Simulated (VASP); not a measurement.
# Cr (Pm-3m) in VASP: further runs

The runs below take Cr through single point, relaxation of cell and atoms, with PBE.

Program: VASP 6.6.1. These are calculated values, not measurements. Logs are shortened: lines on timing, memory, paths and dates and some standing lists are left out, and cuts for length are marked.

## (1) The cell of the first run

The structure is cubic, space group Pm-3m (No. 221). The conventional cell has a = 2.398 Å, b = 2.398 Å, c = 2.398 Å, α = 90.00°, β = 90.00°, γ = 90.00°. Cr (site symmetry m-3m) has 6 Cr at 2.40 Å within 3.2 Å.

## (2) Single point, PBE, collinear spin, ferromagnetic start (volume scaled by 1.08)

Contents of INCAR:

```
SYSTEM = Cr
ALGO = Normal ; EDIFF = 1E-7
ENCUT = 520 ; GGA = PE
ISIF = 2 ; ISMEAR = -1
ISPIN = 2 ; LASPH = .True.
LCHARG = .True. ; LELF = .True.
LMAXMIX = 4 ; LORBIT = 11
LREAL = .False. ; LVHAR = .True.
LWAVE = .False. ; MAGMOM = 1.5
NBANDS = 16 ; NELM = 150
PREC = Accurate ; SIGMA = 0.05
```

Contents of KPOINTS:

```
k-points
0
Gamma
  15 15 15
  0 0 0
```

Contents of POSCAR:

```
Cr
1.0
    2.3979048294      0.0000000000      0.0000000000
    0.0000000000      2.3979048294      0.0000000000
    0.0000000000      0.0000000000      2.3979048294
Cr
1
Direct
    0.0000000000      0.0000000000      0.0000000000
```

Potentials or basis: VASP PAW PBE potentials, release 64 (Cr_pv).

Launch:

```sh
$ cat potpaw_PBE.64/Cr_pv/POTCAR > POTCAR
$ mpirun -np 1 vasp_std > vasp.out
```

OUTCAR:

```text
SYSTEM = Cr
   EDIFF = 1E-7
   ENCUT = 520
   GGA = PE
   ISIF = 2
   ISMEAR = -1
   ISPIN = 2
   LASPH = .True.
   LORBIT = 11
   LREAL = .False.
   NELM = 150
   PREC = Accurate

 ion  position               nearest neighbor table
   1  0.000  0.000  0.000-

  LATTYP: Found a simple cubic cell.
 ALAT       =     2.3979048294

  Lattice vectors:

 A1 = (   2.3979048294,   0.0000000000,   0.0000000000)
 A2 = (   0.0000000000,   2.3979048294,   0.0000000000)
 A3 = (   0.0000000000,   0.0000000000,   2.3979048294)

Analysis of symmetry for initial positions (statically):
=====================================================================
 Subroutine PRICEL returns:
 Original cell was already a primitive cell.

 Routine SETGRP: Setting up the symmetry group for a
 simple cubic supercell.

 Subroutine GETGRP returns: Found 48 space group operations
 (whereof 48 operations were pure point group operations)
 out of a pool of 48 trial point group operations.

The static configuration has the point symmetry O_h .

Analysis of symmetry for dynamics (positions and initial velocities):
=====================================================================
 Subroutine PRICEL returns:
 Original cell was already a primitive cell.

 Routine SETGRP: Setting up the symmetry group for a
 simple cubic supercell.

 Subroutine GETGRP returns: Found 48 space group operations
 (whereof 48 operations were pure point group operations)
 out of a pool of 48 trial point group operations.

The dynamic configuration has the point symmetry O_h .

Analysis of structural, dynamic, and magnetic symmetry:
=====================================================================
 Subroutine PRICEL returns:
 Original cell was already a primitive cell.

 Routine SETGRP: Setting up the symmetry group for a
 simple cubic supercell.

 Subroutine GETGRP returns: Found 48 space group operations
 (whereof 48 operations were pure point group operations)
 out of a pool of 48 trial point group operations.

The overall configuration has the point symmetry O_h .

 Subroutine INISYM returns: Found 48 space group operations
 (whereof 48 operations are pure point group operations),
 and found     1 'primitive' translations

----------------------------------------------------------------------------------------

                                     Primitive cell

  volume of cell :      13.7878

  direct lattice vectors                    reciprocal lattice vectors
     2.397904829  0.000000000  0.000000000     0.417030729  0.000000000  0.000000000
     0.000000000  2.397904829  0.000000000     0.000000000  0.417030729  0.000000000
     0.000000000  0.000000000  2.397904829     0.000000000  0.000000000  0.417030729

  length of vectors
     2.397904829  2.397904829  2.397904829     0.417030729  0.417030729  0.417030729

  position of ions in fractional coordinates (direct lattice)
     0.000000000  0.000000000  0.000000000

  ion indices of the primitive-cell ions
   primitive index   ion index
                 1           1

----------------------------------------------------------------------------------------

 KPOINTS: k-points

Automatic generation of k-mesh.
 Grid dimensions read from file:
 generate k-points for:   15   15   15

 Generating k-lattice:

  Cartesian coordinates                     Fractional coordinates (reciprocal lattice)
     0.027802049  0.000000000  0.000000000     0.066666667  0.000000000  0.000000000
     0.000000000  0.027802049  0.000000000     0.000000000  0.066666667  0.000000000
     0.000000000  0.000000000  0.027802049     0.000000000  0.000000000  0.066666667

  Length of vectors
     0.027802049  0.027802049  0.027802049

  Shift w.r.t. Gamma in fractional coordinates (k-lattice)
     0.000000000  0.000000000  0.000000000

 Subroutine IBZKPT returns following result:
 ===========================================

 Found    120 irreducible k-points:

 Following reciprocal coordinates:
            Coordinates               Weight
  0.000000  0.000000  0.000000      1.000000
  0.066667  0.000000  0.000000      6.000000
  0.133333  0.000000  0.000000      6.000000
  0.200000  0.000000  0.000000      6.000000
  0.266667  0.000000  0.000000      6.000000
  0.333333  0.000000  0.000000      6.000000
[... 16 lines left out ...]
  0.266667  0.200000  0.000000     24.000000
  0.333333  0.200000  0.000000     24.000000
 [... further k-points ...]
   k-points           NKPTS =    120   k-points in BZ     NKDIM =    120   number of bands    NBANDS=     16
   number of dos      NEDOS =    301   number of ions     NIONS =      1
   total plane-waves  NPLWV =   5832
   dimension x,y,z NGX =    18 NGY =   18 NGZ =   18
   dimension x,y,z NGXF=    36 NGYF=   36 NGZF=   36
   ions per type =               1
   NGX,Y,Z   is equivalent  to a cutoff of  12.48, 12.48, 12.48 a.u.
   NGXF,Y,Z  is equivalent  to a cutoff of  24.96, 24.96, 24.96 a.u.
 SYSTEM =  Cr
   PREC   = accura    normal or accurate (medium, high low for compatibility)
   ISTART =      0    job   : 0-new  1-cont  2-samecut
   ICHARG =      2    charge: 1-file 2-atom 10-const
   ISPIN  =      2    spin polarized calculation?
   LNONCOLLINEAR =      F non collinear calculations
   LSORBIT =      F    spin-orbit coupling
   LASPH  =      T    aspherical Exc in radial PAW
   ENCUT  =  520.0 eV  38.22 Ry    6.18 a.u.   4.46  4.46  4.46*2*pi/ulx,y,z
   NELM   =    150;   NELMIN=  2; NELMDL= -5     # of ELM steps
   EDIFF  = 0.1E-06   stopping-criterion for ELM
   LREAL  =      F    real-space projection
   EDIFFG = 0.1E-05   stopping-criterion for IOM
   NSW    =      0    number of steps for IOM
   IBRION =     -1    ionic relax: 0-MD 1-quasi-New 2-CG
   NFREE  =      0    steps in history (QN), initial steepest desc. (CG)
   ISIF   =      2    stress and relaxation
   ISYM   =      2    0-nonsym 1-usesym 2-fastsym
   POTIM  = 0.5000    time-step for ionic-motion
   TEBEG  =    0.0;   TEEND  =   0.0 temperature during run
   PSTRESS=    0.0 pullay stress
   NELECT =      12.0000    total number of electrons
   NUPDOWN=      -1.0000    fix difference up-down
   EMIN   =  10.00;   EMAX   =-10.00  energy-range for DOS
   EFERMI =   0.00;   METHOD = LEGACY
   ISMEAR =    -1;   SIGMA  =   0.05  broadening in eV -4-tet -1-fermi 0-gaus
   EFERMI_NEDOS =   21; number of points for ismear=-14 and -15
   IALGO  =     38    algorithm
   IMIX   =      4    mixing-type and parameters
     AMIX     =   0.40;   BMIX     =  1.00
     AMIX_MAG =   1.60;   BMIX_MAG =  1.00
  volume/ion in A,a.u.               =      13.79        93.04
  Fermi-wavevector in a.u.,A,eV,Ry     =   1.563040  2.953716 33.240294  2.443093
  Thomas-Fermi vector in A             =   2.665869
   LORBIT       =     11    0 simple, 1 ext, 2 COOP (PROOUT), +10 PAW based schemes
   GGA     = PE    functional components
   LHFCALC =     F    Hartree Fock is set to
   AEXX    =    0.0000 exact exchange contribution
   IVDW    =     0    specifies the selected vdW correction
   LEPSILON=     F    determine dielectric tensor
   LRPA    =     F    only Hartree local field effects (RPA)
 spin polarized calculation
  energy-cutoff  :      520.00
  volume of cell :       13.79
 maximum number of plane-waves:       386
 NGX is ok and might be reduce to    18
   NGX =  9   NGY =  9   NGZ =  9

 number of electron      12.0000014 magnetization       0.0015180

 Free energy of the ion-electron system (eV)
  ---------------------------------------------------
  ext. energy  EPLUGINS =         0.00000000
  ---------------------------------------------------
  free energy    TOTEN  =        -8.45676739 eV

  energy without entropy =       -8.43952655  energy(sigma->0) =       -8.44814697

 E-fermi :   8.6867     XC(G=0): -12.5502

 val. band max:        8.6838065376   @ k =   0.4667   0.3333   0.2000
 cond. band min:       8.6890065094   @ k =   0.4667   0.2667   0.0000
 fundamental gap:      0.0051999718
 Fermi energy:         8.6867127079

 spin component 1

 k-point     1 :       0.0000    0.0000    0.0000
  band No.  band energies     occupation
      1     -33.9002      1.00000
      2     -33.9002      1.00000
      3     -33.9002      1.00000
      4       1.6485      1.00000
      5       5.8367      1.00000
      6       5.8367      1.00000
[... 8 lines left out ...]
     15      31.9744      0.00000
     16      35.6779      0.00000

 k-point     2 :       0.0667    0.0000    0.0000
  band No.  band energies     occupation
      1     -33.9371      1.00000
      2     -33.8971      1.00000
      3     -33.8971      1.00000
      4       1.7821      1.00000
      5       5.8645      1.00000
      6       5.9274      1.00000
[... 8 lines left out ...]
     15      32.7762      0.00000
     16      36.3598      0.00000

 k-point     3 :       0.1333    0.0000    0.0000
  band No.  band energies     occupation
      1     -34.0407      1.00000
      2     -33.8882      1.00000
      3     -33.8882      1.00000
      4       2.1701      1.00000
      5       5.9440      1.00000
      6       6.1894      1.00000
[... 8 lines left out ...]
     15      33.4825      0.00000
     16      38.5674      0.00000

 k-point     4 :       0.2000    0.0000    0.0000
  band No.  band energies     occupation
      1     -34.1916      1.00000
      2     -33.8752      1.00000
      3     -33.8752      1.00000
      4       2.7754      1.00000
      5       6.0634      1.00000
      6       6.5904      1.00000
[... 8 lines left out ...]
     15      33.6850      0.00000
     16      41.6916      0.00000
[... 324 lines left out ...]
 k-point    22 :       0.2000    0.2000    0.0000
  band No.  band energies     occupation
      1     -34.1728      1.00000
      2     -34.1493      1.00000
      3     -33.8506      1.00000
      4       3.7785      1.00000
      5       6.4956      1.00000
      6       7.1571      1.00000
[... 8 lines left out ...]
     15      36.8907      0.00000
     16      39.3543      0.00000

 k-point    23 :       0.2667    0.2000    0.0000
  band No.  band energies     occupation
      1     -34.3295      1.00000
      2     -34.1419      1.00000
      3     -33.8360      1.00000
      4       4.4107      1.00000
      5       6.6295      1.00000
      6       7.5868      1.00000
[... 8 lines left out ...]
     15      35.1787      0.00000
     16      40.6697      0.00000

 k-point    24 :       0.3333    0.2000    0.0000
  band No.  band energies     occupation
      1     -34.4870      1.00000
      2     -34.1248      1.00000
      3     -33.8218      1.00000
      4       5.0641      1.00000
      5       6.7063      1.00000
      6       7.8000      1.00000
[... 8 lines left out ...]
     15      33.7216      0.00000
     16      40.1131      0.00000

 [... further k-points ...]

 spin component 2

 k-point     1 :       0.0000    0.0000    0.0000
  band No.  band energies     occupation
      1     -33.8987      1.00000
      2     -33.8987      1.00000
      3     -33.8987      1.00000
      4       1.6490      1.00000
      5       5.8379      1.00000
      6       5.8379      1.00000
[... 8 lines left out ...]
     15      31.9750      0.00000
     16      35.6780      0.00000

 k-point     2 :       0.0667    0.0000    0.0000
  band No.  band energies     occupation
      1     -33.9357      1.00000
      2     -33.8956      1.00000
      3     -33.8956      1.00000
      4       1.7826      1.00000
      5       5.8657      1.00000
      6       5.9286      1.00000
[... 8 lines left out ...]
     15      32.7768      0.00000
     16      36.3600      0.00000

 k-point     3 :       0.1333    0.0000    0.0000
  band No.  band energies     occupation
      1     -34.0393      1.00000
      2     -33.8868      1.00000
      3     -33.8868      1.00000
      4       2.1706      1.00000
      5       5.9452      1.00000
      6       6.1906      1.00000
[... 8 lines left out ...]
     15      33.4830      0.00000
     16      38.5677      0.00000

 k-point     4 :       0.2000    0.0000    0.0000
  band No.  band energies     occupation
      1     -34.1902      1.00000
      2     -33.8737      1.00000
      3     -33.8737      1.00000
      4       2.7759      1.00000
      5       6.0646      1.00000
      6       6.5915      1.00000
[... 8 lines left out ...]
     15      33.6855      0.00000
     16      41.6920      0.00000
[... 324 lines left out ...]
 k-point    22 :       0.2000    0.2000    0.0000
  band No.  band energies     occupation
      1     -34.1713      1.00000
      2     -34.1478      1.00000
      3     -33.8492      1.00000
      4       3.7790      1.00000
      5       6.4968      1.00000
      6       7.1583      1.00000
[... 8 lines left out ...]
     15      36.8913      0.00000
     16      39.3548      0.00000

 k-point    23 :       0.2667    0.2000    0.0000
  band No.  band energies     occupation
      1     -34.3281      1.00000
      2     -34.1404      1.00000
      3     -33.8345      1.00000
      4       4.4113      1.00000
      5       6.6307      1.00000
      6       7.5879      1.00000
[... 8 lines left out ...]
     15      35.1794      0.00000
     16      40.6704      0.00000

 k-point    24 :       0.3333    0.2000    0.0000
  band No.  band energies     occupation
      1     -34.4856      1.00000
      2     -34.1233      1.00000
      3     -33.8204      1.00000
      4       5.0647      1.00000
      5       6.7075      1.00000
      6       7.8011      1.00000
[... 8 lines left out ...]
     15      33.7222      0.00000
     16      40.1138      0.00000

 [... further k-points ...]
[... 5 lines left out ...]
  --------------------------------------------------------------------------------------
  -------------------------------------------------------------------------------------
  Total       -1.0148895     -1.0148895     -1.0148895      0.0000000     -0.0000000      0.0000000
  in kB     -117.9325037   -117.9325037   -117.9325037      0.0000000     -0.0000000      0.0000000
  external PRESSURE =    -117.9325037 kB  Pullay stress =       0.0000000 kB

 VOLUME and BASIS-vectors are now :
 -----------------------------------------------------------------------------
  energy-cutoff  :      520.00
  volume of cell :       13.79
      direct lattice vectors                 reciprocal lattice vectors
     2.397904829  0.000000000  0.000000000     0.417030729  0.000000000  0.000000000
     0.000000000  2.397904829  0.000000000     0.000000000  0.417030729  0.000000000
     0.000000000  0.000000000  2.397904829     0.000000000  0.000000000  0.417030729

 POSITION                                       TOTAL-FORCE (eV/Angst)
 -----------------------------------------------------------------------------------
      0.00000      0.00000      0.00000         0.000000      0.000000      0.000000
 -----------------------------------------------------------------------------------
    total drift:                               -0.000000      0.000000      0.000000

  FREE ENERGIE OF THE ION-ELECTRON SYSTEM (eV)
  ---------------------------------------------------
  free  energy   TOTEN  =        -8.4567673931 eV

  energy  without entropy=       -8.4395265546  energy(sigma->0) =       -8.44814697

 total charge

# of ion       s       p       d       tot
------------------------------------------
    1        0.423   6.267   4.257  10.948

 magnetization (x)

# of ion       s       p       d       tot
------------------------------------------
    1        0.000   0.000   0.001   0.001
```

It took 22 s on 1 thread of Intel Xeon 6975P-C (Granite Rapids), shared host; peak memory 0.15 GiB.

What came out:

```
Free energy                                           : -8.4568 eV
Pressure                                              : -11.8 GPa
Band gap on the k mesh                                : zero (filled and empty bands overlap)
Net moment                                            : 0.00 μB per cell
Valence electrons inside the program's atomic spheres : Cr 10.95
```

Caveat: the starting moments collapsed, and a magnetic state may lie lower.

## (3) Single point, PBE, collinear spin, ferromagnetic start (volume scaled by 1.12)

Contents of INCAR:

```
SYSTEM = Cr
PREC     = Accurate       ! precision mode
ENCUT    = 520            ! plane-wave cutoff, eV
EDIFF    = 1E-6           ! SCF threshold, eV
ISMEAR   = -1             ! smearing method
SIGMA    = 0.05           ! smearing width, eV
LREAL    = .FALSE.        ! projectors in reciprocal space
LASPH    = .TRUE.         ! aspherical terms in the spheres
NELM     = 150            ! most SCF steps
ALGO     = Normal         ! electronic algorithm
ISIF     = 2              ! what is computed and relaxed
LWAVE    = .FALSE.        ! write WAVECAR
LCHARG   = .FALSE.        ! write CHGCAR
ISPIN    = 2              ! spin polarisation
MAGMOM   = 1.5            ! initial moments
LORBIT   = 11             ! projections on sites
LMAXMIX  = 4              ! l up to which the mixer works
GGA      = PE             ! functional
NBANDS   = 16             ! bands
```

Contents of KPOINTS:

```
regular mesh
0
G
  15 15 15
  0 0 0
```

Contents of POSCAR:

```
Cr
1.0
    2.4271504535      0.0000000000      0.0000000000
    0.0000000000      2.4271504535      0.0000000000
    0.0000000000      0.0000000000      2.4271504535
Cr
1
Direct
    0.0000000000      0.0000000000      0.0000000000
```

Potentials or basis: VASP PAW PBE potentials, release 64 (Cr_pv).

Launch:

```sh
$ cat potpaw_PBE.64/Cr_pv/POTCAR > POTCAR
$ mpirun -np 1 vasp_std > vasp.out
```

Wall time 19 s (1 thread of Intel Xeon 6975P-C (Granite Rapids), shared host); peak memory 0.15 GiB.

Results (log left out):

- Free energy: -8.4118 eV
- Pressure: -16.4 GPa
- Band gap on the k mesh: zero (filled and empty bands overlap)
- Net moment: 0.00 μB per cell
- Valence electrons inside the program's atomic spheres: Cr 10.89

Levels at points of the mesh, in eV from the Fermi level:
Spin up:
| k point | band 2 | band 3 | band 4 | band 5 | band 6 | band 7 | band 8 | band 9 | band 10 | band 11 |
| --- | --- | --- | --- | --- | --- | --- | --- | --- | --- | --- |
| (0.00, 0.00, 0.00) | -42.63 | -42.63 | -6.90 | -2.72 | -2.72 | 2.15 | 2.15 | 2.15 | 7.47 | 18.28 |
Spin down:
| k point | band 3 | band 4 | band 5 | band 6 | band 7 | band 8 | band 9 | band 10 |
| --- | --- | --- | --- | --- | --- | --- | --- | --- |
| (0.00, 0.00, 0.00) | -42.63 | -6.90 | -2.72 | -2.72 | 2.15 | 2.15 | 2.15 | 7.47 |

Caveat: the starting moments collapsed, and a magnetic state may lie lower.

[end of part 1 of 2]
